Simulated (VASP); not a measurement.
Crystal: SnGe2.

```xyz
6
Lattice="3.9755 0.0000 0.0000 -1.9877 3.4428 0.0000 0.0000 0.0000 9.7378" Properties=species:S:1:pos:R:3 pbc="T T T"
Sn    1.9877    1.1476    2.0287
Sn    0.0000    2.2952    7.7091
Ge    0.0000    2.2952    5.2747
Ge    0.0000    0.0000    8.5206
Ge    1.9877    1.1476    4.4632
Ge    0.0000    0.0000    1.2172
```

```yaml
Program: VASP 6.6.1
Task: relaxation of cell and atoms
Functional: PBE
Potentials_or_basis: VASP PAW PBE potentials, release 64 (Sn_d, Ge_d)
Cutoff: 600 eV
k_mesh: 6 × 6 × 2
Occupations: gaussian, width 0.1 eV
Spin: no spin polarisation
```

At the start: pressure 20.6 GPa; volume 22.21 Å³/atom.

Question: Where does the relaxation end?

Answer: Over 6 steps the energy falls by 329.0 meV/atom and the volume is 28.07 Å³/atom (+26.4 %); space group P-3m1 (No. 164, to 0.1 Å) before and after.

Step by step:
| step | energy change (eV) | largest force (eV/Å) | pressure (GPa) | volume (Å³) |
| --- | --- | --- | --- | --- |
| 1 | 0.0000 | 1.6386 | 20.55 | 133.28 |
| 2 | -1.4492 | 0.1962 | -5.19 | 196.15 |
| 3 | -1.9662 | 0.2420 | -0.15 | 168.99 |
| 4 | -1.9724 | 0.0881 | -0.01 | 168.46 |
| 5 | -1.9734 | 0.0306 | 0.07 | 168.17 |
| 6 | -1.9737 | 0.0356 | -0.01 | 168.42 |

Final structure:
```cif
data_structure
_symmetry_space_group_name_H-M 'P 1'
_symmetry_Int_Tables_number 1
_cell_length_a 4.2999
_cell_length_b 4.2999
_cell_length_c 10.5187
_cell_angle_alpha 90.000
_cell_angle_beta 90.000
_cell_angle_gamma 120.000
_cell_volume 168.42
loop_
_atom_site_label
_atom_site_type_symbol
_atom_site_fract_x
_atom_site_fract_y
_atom_site_fract_z
_atom_site_occupancy
Sn1 Sn 0.66667 0.33333 0.20806 1
Sn2 Sn 0.33333 0.66667 0.79194 1
Ge1 Ge 0.33333 0.66667 0.53518 1
Ge2 Ge 0.00000 0.00000 0.88188 1
Ge3 Ge 0.66667 0.33333 0.46482 1
Ge4 Ge 0.00000 0.00000 0.11812 1
```

Caveat: the volume moved by over 15 % at a fixed basis, so the end points are rough.
